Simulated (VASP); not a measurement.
A run of VASP 6.6.1:

INCAR

```
ALGO = Normal
EDIFF = 1E-6
ENCUT = 520
GGA = PE
ISIF = 2
ISMEAR = 0
LASPH = True
LCHARG = True
LELF = True
LREAL = False
LVHAR = True
LWAVE = False
NBANDS = 21
NELM = 100
PREC = Accurate
SIGMA = 0.1
```

Contents of KPOINTS:

```
k-points
0
Gamma
  6 6 6
```

POSCAR

```
Sn
1.0
    5.0417528700      0.0000000000      0.0000000000
   -2.5208764300      4.3662860600      0.0000000000
    0.0000000000      0.0000000000      2.7235571600
Sn
2
Direct
    0.3333333300      0.6666666700      0.0000000000
    0.6666666700      0.3333333300      0.0000000000
```

Potentials or basis: VASP PAW PBE potentials, release 64 (Sn_d).

The run is started by

```bash
$ cat potpaw_PBE.64/Sn_d/POTCAR > POTCAR
$ mpirun -np 1 vasp_std > vasp.out
```

Hardware: 1 thread of AMD EPYC 9R45 96-Core Processor (Zen 5), on a shared host.

Q: How long does it take, and how much memory?

A: Run time: 17 s on 1 thread of AMD EPYC 9R45 96-Core Processor (Zen 5), on a shared host, peak memory 0.16 GiB. Counts: scf iterations 13, k points 28.
